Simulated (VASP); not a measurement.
# PbS (R3m) in VASP: further runs

Runs on PbS. Level: r2SCAN. Tasks: single point.

Everything below comes from runs of VASP 6.6.1. Logs are shortened: lines on timing, memory, paths and dates and some standing lists are left out, and cuts for length are marked.

### Step 1. The cell of the first run

Symmetry: R3m, No. 160, trigonal system. Conventional cell: a = 4.323 Å, b = 4.323 Å, c = 9.938 Å, α = 90.00°, β = 90.00°, γ = 120.00°. Pb (site symmetry 3m) has 6 S at 2.99 to 3.00 Å within 3.9 Å. Within 3.9 Å of S (site symmetry 3m) lie 6 Pb at 2.99 to 3.00 Å.

### Step 2. Single point, r2SCAN

The input, POSCAR:

```
PbS
1.0
    2.1612500000      1.2477982693      3.3128333333
   -2.1612500000      1.2477982693      3.3128333333
    0.0000000000     -2.4955965386      3.3128333333
Pb S
1 1
Direct
    0.9781509158      0.9781509158      0.9781509158
    0.4774504142      0.4774504142      0.4774504142
```

The input, INCAR.step1:

```
SYSTEM = PbS
ALGO     = Normal         ! electronic algorithm
EDIFF    = 1E-4           ! SCF threshold, eV
ENCUT    = 520            ! plane-wave cutoff, eV
GGA      = PE             ! functional
ISMEAR   = 0              ! smearing method
LASPH    = .TRUE.         ! aspherical terms in the spheres
LCHARG   = .FALSE.        ! write CHGCAR
LREAL    = .FALSE.        ! projectors in reciprocal space
LWAVE    = .TRUE.         ! write WAVECAR
NBANDS   = 17             ! bands
NELM     = 80             ! most SCF steps
PREC     = Accurate       ! precision mode
SIGMA    = 0.05           ! smearing width, eV
```

The input, INCAR.step2:

```
SYSTEM = PbS
ALGO     = Normal         ! electronic algorithm
EDIFF    = 1E-6           ! SCF threshold, eV
ENCUT    = 520            ! plane-wave cutoff, eV
ISIF     = 2              ! what is computed and relaxed
ISMEAR   = 0              ! smearing method
ISTART   = 1            
LASPH    = .TRUE.         ! aspherical terms in the spheres
LCHARG   = .TRUE.         ! write CHGCAR
LELF     = .TRUE.         ! ELF
LMIXTAU  = .TRUE.       
LREAL    = .FALSE.        ! projectors in reciprocal space
LVHAR    = .TRUE.       
LWAVE    = .FALSE.        ! write WAVECAR
METAGGA  = R2SCAN         ! meta-GGA
NBANDS   = 17             ! bands
NELM     = 80             ! most SCF steps
PREC     = Accurate       ! precision mode
SIGMA    = 0.05           ! smearing width, eV
```

The input, KPOINTS:

```
k-points
0
G
  9 9 9
  0 0 0
```

Potentials or basis: VASP PAW PBE potentials, release 64 (Pb_d, S).

Run with:

```bash
cat potpaw_PBE.64/Pb_d/POTCAR potpaw_PBE.64/S/POTCAR > POTCAR
cp INCAR.step1 INCAR
mpirun -np 1 vasp_std > vasp.out
cp INCAR.step2 INCAR
mpirun -np 1 vasp_std > vasp.out
```

OUTCAR:

```text
SYSTEM = PbS
   EDIFF = 1E-6
   ENCUT = 520
   ISIF = 2
   ISMEAR = 0
   ISTART = 1
   LASPH = .TRUE.
   LREAL = .FALSE.
   METAGGA = R2SCAN
   NELM = 80
   PREC = Accurate

 ion  position               nearest neighbor table
   1  0.978  0.978  0.978-   2 2.99   2 2.99   2 2.99   2 3.00   2 3.00   2 3.00
   2  0.477  0.477  0.477-   1 2.99   1 2.99   1 2.99   1 3.00   1 3.00   1 3.00

  LATTYP: Found a trigonal (rhomboedric) cell.
 ALAT       =     4.1476338770
 COS(alpha) =     0.4569507951

  Lattice vectors:

 A1 = (   2.1612500000,   1.2477982693,   3.3128333333)
 A2 = (  -2.1612500000,   1.2477982693,   3.3128333333)
 A3 = (   0.0000000000,  -2.4955965386,   3.3128333333)

Analysis of symmetry for initial positions (statically):
=====================================================================
 Subroutine PRICEL returns:
 Original cell was already a primitive cell.

 Routine SETGRP: Setting up the symmetry group for a
 trigonal (rhombohedral) supercell.

 Subroutine GETGRP returns: Found  6 space group operations
 (whereof  6 operations were pure point group operations)
 out of a pool of 12 trial point group operations.

The static configuration has the point symmetry C_3v.

Analysis of symmetry for dynamics (positions and initial velocities):
=====================================================================
 Subroutine PRICEL returns:
 Original cell was already a primitive cell.

 Routine SETGRP: Setting up the symmetry group for a
 trigonal (rhombohedral) supercell.

 Subroutine GETGRP returns: Found  6 space group operations
 (whereof  6 operations were pure point group operations)
 out of a pool of 12 trial point group operations.

The dynamic configuration has the point symmetry C_3v.

 Subroutine INISYM returns: Found  6 space group operations
 (whereof  6 operations are pure point group operations),
 and found     1 'primitive' translations

----------------------------------------------------------------------------------------

                                     Primitive cell

  volume of cell :      53.6044

  direct lattice vectors                    reciprocal lattice vectors
     2.161250000  1.247798269  3.312833333     0.231347600  0.133568599  0.100618806
    -2.161250000  1.247798269  3.312833333    -0.231347600  0.133568599  0.100618806
     0.000000000 -2.495596539  3.312833333     0.000000000 -0.267137198  0.100618806

  length of vectors
     4.147633877  4.147633877  4.147633877     0.285458275  0.285458275  0.285458275

  position of ions in fractional coordinates (direct lattice)
     0.978150916  0.978150916  0.978150916
     0.477450414  0.477450414  0.477450414

  ion indices of the primitive-cell ions
   primitive index   ion index
                 1           1
                 2           2

----------------------------------------------------------------------------------------

 KPOINTS: k-points

Automatic generation of k-mesh.
 Grid dimensions read from file:
 generate k-points for:    9    9    9

 Generating k-lattice:

  Cartesian coordinates                     Fractional coordinates (reciprocal lattice)
     0.025705289  0.014840955  0.011179867     0.111111111  0.000000000 -0.000000000
    -0.025705289  0.014840955  0.011179867     0.000000000  0.111111111 -0.000000000
     0.000000000 -0.029681911  0.011179867    -0.000000000 -0.000000000  0.111111111

  Length of vectors
     0.031717586  0.031717586  0.031717586

  Shift w.r.t. Gamma in fractional coordinates (k-lattice)
     0.000000000  0.000000000  0.000000000

 Subroutine IBZKPT returns following result:
 ===========================================

 Found     85 irreducible k-points:

 Following reciprocal coordinates:
            Coordinates               Weight
  0.000000  0.000000  0.000000      1.000000
  0.111111 -0.000000  0.000000      6.000000
  0.222222 -0.000000  0.000000      6.000000
  0.333333  0.000000  0.000000      6.000000
  0.444444 -0.000000  0.000000      6.000000
  0.111111  0.111111  0.000000      6.000000
[... 16 lines left out ...]
 -0.333333  0.333333  0.000000      6.000000
  0.444444  0.444444  0.000000      6.000000
 [... further k-points ...]
   k-points           NKPTS =     85   k-points in BZ     NKDIM =     85   number of bands    NBANDS=     17
   number of dos      NEDOS =    301   number of ions     NIONS =      2
   total plane-waves  NPLWV =  32768
   dimension x,y,z NGX =    32 NGY =   32 NGZ =   32
   dimension x,y,z NGXF=    64 NGYF=   64 NGZF=   64
   ions per type =               1   1
   NGX,Y,Z   is equivalent  to a cutoff of  12.83, 12.83, 12.83 a.u.
   NGXF,Y,Z  is equivalent  to a cutoff of  25.65, 25.65, 25.65 a.u.
 SYSTEM =  PbS
   PREC   = accura    normal or accurate (medium, high low for compatibility)
   ISTART =      1    job   : 0-new  1-cont  2-samecut
   ICHARG =      0    charge: 1-file 2-atom 10-const
   ISPIN  =      1    spin polarized calculation?
   LNONCOLLINEAR =      F non collinear calculations
   LSORBIT =      F    spin-orbit coupling
   LASPH  =      T    aspherical Exc in radial PAW
   ENCUT  =  520.0 eV  38.22 Ry    6.18 a.u.   7.71  7.71  7.71*2*pi/ulx,y,z
   NELM   =     80;   NELMIN=  2; NELMDL=  0     # of ELM steps
   EDIFF  = 0.1E-05   stopping-criterion for ELM
   LREAL  =      F    real-space projection
   EDIFFG = 0.1E-04   stopping-criterion for IOM
   NSW    =      0    number of steps for IOM
   IBRION =     -1    ionic relax: 0-MD 1-quasi-New 2-CG
   NFREE  =      0    steps in history (QN), initial steepest desc. (CG)
   ISIF   =      2    stress and relaxation
   ISYM   =      2    0-nonsym 1-usesym 2-fastsym
   POTIM  = 0.5000    time-step for ionic-motion
   TEBEG  =    0.0;   TEEND  =   0.0 temperature during run
   PSTRESS=    0.0 pullay stress
   NELECT =      20.0000    total number of electrons
   NUPDOWN=      -1.0000    fix difference up-down
   EMIN   =  10.00;   EMAX   =-10.00  energy-range for DOS
   EFERMI =   0.00;   METHOD = LEGACY
   ISMEAR =     0;   SIGMA  =   0.05  broadening in eV -4-tet -1-fermi 0-gaus
   EFERMI_NEDOS =   21; number of points for ismear=-14 and -15
   IALGO  =     38    algorithm
   IMIX   =      4    mixing-type and parameters
     AMIX     =   0.40;   BMIX     =  1.00
     AMIX_MAG =   1.60;   BMIX_MAG =  1.00
  volume/ion in A,a.u.               =      26.80       180.87
  Fermi-wavevector in a.u.,A,eV,Ry     =   1.178559  2.227154 18.898518  1.389002
  Thomas-Fermi vector in A             =   2.314886
   LORBIT       =      0    0 simple, 1 ext, 2 COOP (PROOUT), +10 PAW based schemes
   METAGGA = R2SCAN    functional components
   LHFCALC =     F    Hartree Fock is set to
   AEXX    =    0.0000 exact exchange contribution
   IVDW    =     0    specifies the selected vdW correction
   LEPSILON=     F    determine dielectric tensor
   LRPA    =     F    only Hartree local field effects (RPA)
 non-spin polarized calculation
 Gauss-broadening in eV      SIGMA  =   0.05
  energy-cutoff  :      520.00
  volume of cell :       53.60
 maximum number of plane-waves:      1454
   NGX = 15   NGY = 15   NGZ = 15

 number of electron      19.9999999 magnetization

 Free energy of the ion-electron system (eV)
  ---------------------------------------------------
  ext. energy  EPLUGINS =         0.00000000
  ---------------------------------------------------
  free energy    TOTEN  =       -65.59465892 eV

  energy without entropy =      -65.59465892  energy(sigma->0) =      -65.59465892

 E-fermi :   5.5217     XC(G=0): -10.1204

 val. band max:        5.2471904876   @ k =   0.4444  -0.0000   0.0000
 cond. band min:       5.8799795729   @ k =   0.4444   0.4444   0.4444
 fundamental gap:      0.6327890852
 Fermi energy:         5.5217058509

 k-point     1 :       0.0000    0.0000    0.0000
  band No.  band energies     occupation
      1     -12.0846      2.00000
      2     -12.0846      2.00000
      3     -12.0817      2.00000
      4     -12.0504      2.00000
      5     -12.0504      2.00000
      6      -8.6091      2.00000
[... 9 lines left out ...]
     16      13.1683      0.00000
     17      14.5691      0.00000

 k-point     2 :       0.1111   -0.0000    0.0000
  band No.  band energies     occupation
      1     -12.0858      2.00000
      2     -12.0837      2.00000
      3     -12.0777      2.00000
      4     -12.0521      2.00000
      5     -12.0491      2.00000
      6      -8.5082      2.00000
[... 9 lines left out ...]
     16      13.3498      0.00000
     17      15.4434      0.00000

 k-point     3 :       0.2222   -0.0000    0.0000
  band No.  band energies     occupation
      1     -12.0913      2.00000
      2     -12.0851      2.00000
      3     -12.0658      2.00000
      4     -12.0550      2.00000
      5     -12.0434      2.00000
      6      -8.2240      2.00000
[... 9 lines left out ...]
     16      14.0408      0.00000
     17      17.0831      0.00000

 k-point     4 :       0.3333    0.0000    0.0000
  band No.  band energies     occupation
      1     -12.0997      2.00000
      2     -12.0883      2.00000
      3     -12.0616      2.00000
      4     -12.0476      2.00000
      5     -12.0347      2.00000
      6      -7.8281      2.00000
[... 9 lines left out ...]
     16      15.0799      0.00000
     17      17.8361      0.00000
[... 343 lines left out ...]
      1     -12.1740      2.00000
      2     -12.0860      2.00000
      3     -12.0521      2.00000
      4     -12.0314      2.00000
      5     -12.0281      2.00000
      6      -7.0657      2.00000
[... 9 lines left out ...]
     16      17.0324      0.00000
     17      18.1559      0.00000

 k-point    23 :      -0.3333    0.3333    0.0000
  band No.  band energies     occupation
      1     -12.1523      2.00000
      2     -12.0720      2.00000
      3     -12.0617      2.00000
      4     -12.0381      2.00000
      5     -12.0376      2.00000
      6      -7.1128      2.00000
[... 9 lines left out ...]
     16      16.0951      0.00000
     17      17.7164      0.00000

 k-point    24 :       0.4444    0.4444    0.0000
  band No.  band energies     occupation
      1     -12.2018      2.00000
      2     -12.1004      2.00000
      3     -12.0377      2.00000
      4     -12.0282      2.00000
      5     -12.0172      2.00000
      6      -7.0711      2.00000
[... 9 lines left out ...]
     16      17.6939      0.00000
     17      18.2016      0.00000

 [... further k-points ...]
[... 5 lines left out ...]
  --------------------------------------------------------------------------------------
  -------------------------------------------------------------------------------------
  Total       -0.4078969     -0.4078969      0.3812616      0.0000000     -0.0000000      0.0000000
  in kB      -12.1916006    -12.1916006     11.3955015      0.0000000     -0.0000000      0.0000000
  external PRESSURE =      -4.3292333 kB  Pullay stress =       0.0000000 kB

 VOLUME and BASIS-vectors are now :
 -----------------------------------------------------------------------------
  energy-cutoff  :      520.00
  volume of cell :       53.60
      direct lattice vectors                 reciprocal lattice vectors
     2.161250000  1.247798269  3.312833333     0.231347600  0.133568599  0.100618806
    -2.161250000  1.247798269  3.312833333    -0.231347600  0.133568599  0.100618806
     0.000000000 -2.495596539  3.312833333     0.000000000 -0.267137198  0.100618806

 POSITION                                       TOTAL-FORCE (eV/Angst)
 -----------------------------------------------------------------------------------
      0.00000      0.00000      9.72135         0.000000      0.000000     -0.003246
      0.00000      0.00000      4.74514         0.000000     -0.000000      0.003246
 -----------------------------------------------------------------------------------
    total drift:                                0.000000      0.000000      0.000294

  FREE ENERGIE OF THE ION-ELECTRON SYSTEM (eV)
  ---------------------------------------------------
  free  energy   TOTEN  =       -65.5946589213 eV

  energy  without entropy=      -65.5946589213  energy(sigma->0) =      -65.59465892
```

It took 90 s on 1 thread of Intel Xeon 6975P-C (Granite Rapids), shared host; peak memory 0.23 GiB.

What came out:

```
Free energy   : -65.5947 eV
Pressure      : -0.4 GPa
Largest force : 0.003 eV/Å
```

Forces in eV/Å, atoms in the order of the input:
```
Pb   0.000  0.000 -0.003
S    0.000  0.000  0.003
```

Caveat: this odd mesh misses L, where the gap lies, so gap, dielectric constants and Born charges aren't listed; the PAW data sets were made with another functional, which shifts forces and pressure a little; spin-orbit coupling is left out, which moves the levels of the heavy elements.

### Step 3. Single point, r2SCAN

This run uses another cell than the first one, of 26.86 Å³/atom, 1.002 times its volume.

The input, POSCAR:

```
PbS
1.0
    2.2598000000      1.3046961383      3.0367666667
   -2.2598000000      1.3046961383      3.0367666667
    0.0000000000     -2.6093922766      3.0367666667
Pb S
1 1
Direct
    0.9781509158      0.9781509158      0.9781509158
    0.4774504142      0.4774504142      0.4774504142
```

INCAR.step1 is that of step 2.

INCAR.step2, as its differences from that of step 2:

```diff
@@ -2,3 +2,3 @@
 ALGO     = Normal         ! electronic algorithm
-EDIFF    = 1E-6           ! SCF threshold, eV
+EDIFF    = 1E-7           ! SCF threshold, eV
 ENCUT    = 520            ! plane-wave cutoff, eV
```

KPOINTS is that of step 2.

Potentials or basis: VASP PAW PBE potentials, release 64 (Pb_d, S).

Run with:

```bash
cat potpaw_PBE.64/Pb_d/POTCAR potpaw_PBE.64/S/POTCAR > POTCAR
cp INCAR.step1 INCAR
mpirun -np 1 vasp_std > vasp.out
cp INCAR.step2 INCAR
mpirun -np 1 vasp_std > vasp.out
```

It took 2.5 min on 1 thread of Intel Xeon 6975P-C (Granite Rapids), shared host; peak memory 0.21 GiB.

Results (log left out):

```
Free energy   : -65.4710 eV
Pressure      : -1.3 GPa
Largest force : 0.004 eV/Å
```

Forces in eV/Å, atoms in the order of the input:
```
Pb   0.000  0.000 -0.004
S    0.000  0.000  0.004
```

Stress tensor (GPa, compression positive):
```
-3.19  0.00  0.00
 0.00 -3.19  0.00
 0.00  0.00  2.44
```

Levels at points of the mesh, in eV from the Fermi level:
| k point | band 7 | band 8 | band 9 | band 10 | band 11 | band 12 | band 13 | band 14 |
| --- | --- | --- | --- | --- | --- | --- | --- | --- |
| (0.00, 0.00, 0.00) | -6.41 | -2.41 | -2.41 | -1.31 | 5.20 | 5.74 | 5.74 | 6.54 |

Caveat: this odd mesh misses L, where the gap lies, so gap, dielectric constants and Born charges aren't listed; the PAW data sets were made with another functional, which shifts forces and pressure a little; spin-orbit coupling is left out, which moves the levels of the heavy elements.

### Step 4. Single point, r2SCAN

This run uses another cell than the first one, of 26.87 Å³/atom, 1.003 times its volume.

The input, POSCAR:

```
PbS
1.0
    2.2105500000      1.2762616375      3.1748000000
   -2.2105500000      1.2762616375      3.1748000000
    0.0000000000     -2.5525232751      3.1748000000
Pb S
1 1
Direct
    0.9781509158      0.9781509158      0.9781509158
    0.4774504142      0.4774504142      0.4774504142
```

The input, INCAR.step1:

```
SYSTEM = PbS
ALGO = Normal
EDIFF = 1E-4
ENCUT = 520
GGA = PE
ISMEAR = 0
LASPH = .TRUE.
LCHARG = .FALSE.
LREAL = .FALSE.
LWAVE = .TRUE.
NBANDS = 17
NELM = 100
PREC = Accurate
SIGMA = 0.05
```

The input, INCAR.step2:

```
SYSTEM = PbS
ALGO = Normal
EDIFF = 1E-7
ENCUT = 520
ISIF = 2
ISMEAR = 0
ISTART = 1
LASPH = .TRUE.
LCHARG = .FALSE.
LMIXTAU = .TRUE.
LREAL = .FALSE.
LWAVE = .FALSE.
METAGGA = R2SCAN
NBANDS = 17
NELM = 100
PREC = Accurate
SIGMA = 0.05
```

KPOINTS is that of step 3.

Run with:

```bash
cat potpaw_PBE.64/Pb_d/POTCAR potpaw_PBE.64/S/POTCAR > POTCAR
cp INCAR.step1 INCAR
mpirun -np 1 vasp_std > vasp.out
cp INCAR.step2 INCAR
mpirun -np 1 vasp_std > vasp.out
```

It took 2.2 min on 1 thread of Intel Xeon 6975P-C (Granite Rapids), shared host; peak memory 0.22 GiB.

Results (log left out):

| Property | Result |
| --- | --- |
| Free energy | -65.5453 eV |
| Pressure | -0.8 GPa |
| Largest force | 0.004 eV/Å |

Forces in eV/Å, atoms in the order of the input:
```
Pb   0.000  0.000 -0.004
S    0.000  0.000  0.004
```

Stress tensor (GPa, compression positive):
```
-2.27  0.00  0.00
 0.00 -2.27  0.00
 0.00  0.00  2.00
```

Levels at points of the mesh, in eV from the Fermi level:
| k point | band 7 | band 8 | band 9 | band 10 | band 11 | band 12 | band 13 | band 14 |
| --- | --- | --- | --- | --- | --- | --- | --- | --- |
| (0.00, 0.00, 0.00) | -6.38 | -2.48 | -2.48 | -1.68 | 5.21 | 5.51 | 5.51 | 6.62 |

Caveat: this odd mesh misses L, where the gap lies, so gap, dielectric constants and Born charges aren't listed; the PAW data sets were made with another functional, which shifts forces and pressure a little; spin-orbit coupling is left out, which moves the levels of the heavy elements.

### Step 5. Overview

```tsv
cell	pressure (GPa)
a = 4.148 Å, angles 62.8°, 2 atoms	-0.4
a = 4.004 Å, angles 68.7°, 2 atoms	-1.3
a = 4.074 Å, angles 65.7°, 2 atoms	-0.8
```

Alike in all rows: task single point; level r2SCAN; potentials or basis VASP PAW PBE potentials, release 64 (Pb_d, S); no spin polarisation; k mesh 9 × 9 × 9; cutoff (eV) 520; smearing gaussian 0.05 eV.

Caveats: the PAW data sets were made with another functional, which shifts forces and pressure a little; spin-orbit coupling is left out, which moves the levels of the heavy elements.

Total energies depend on the potentials used, so only differences within one code and one set of settings carry meaning.
